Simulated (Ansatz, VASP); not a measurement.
WSe2 in VASP and in Ansatz

```xyz
6
Lattice="3.2497 0.0000 0.0000 -1.6248 2.8143 0.0000 0.0000 0.0000 12.8204" Properties=species:S:1:pos:R:3 pbc="T T T"
W     0.0000    1.8762    3.2051
W     1.6248    0.9381    9.6153
Se    0.0000    1.8762    7.9484
Se    1.6248    0.9381    1.5382
Se    0.0000    1.8762   11.2822
Se    1.6248    0.9381    4.8720
```

Alike in both runs: functional LDA; k mesh 12 × 12 × 3; no spin polarisation.

Ansatz relaxed the structure, and its values are those at the end. VASP's run is a single point on that final structure, the one shown.

|  | VASP | Ansatz |
| --- | --- | --- |
| version | VASP 6.6.1 | Ansatz 0.2.0 |
| potentials or method | VASP PAW LDA potentials, release 64 (W_sv, Se) | scalar-relativistic, plane waves, PAW |
| plane-wave cutoff (eV) | 520 | 420 |
| occupations | gaussian, width 0.01 eV | fixed |
| valence electrons in the cell | 52 | 92 |

Ansatz gave:

```
gap on the k mesh at the Fermi level (eV) : 0.89
least direct gap on the mesh (eV)         : 1.62
pressure (GPa)                            : 0.0
rms of the force components (eV/Å)        : 0.000
```

Problem. Which values does VASP return?

Solution. gap on the k mesh at the Fermi level (eV): 0.88; least direct gap on the mesh (eV): 1.62; pressure (GPa): 0.8; rms of the force components (eV/Å): 0.048.

LDA's correlation is that of Perdew and Zunger in VASP and of Perdew and Wang (1992) in Ansatz. VASP's potentials hold 52 valence electrons a cell and Ansatz's 92, so a difference there can come from the potentials and not from the codes.

Spin-orbit coupling is off throughout.
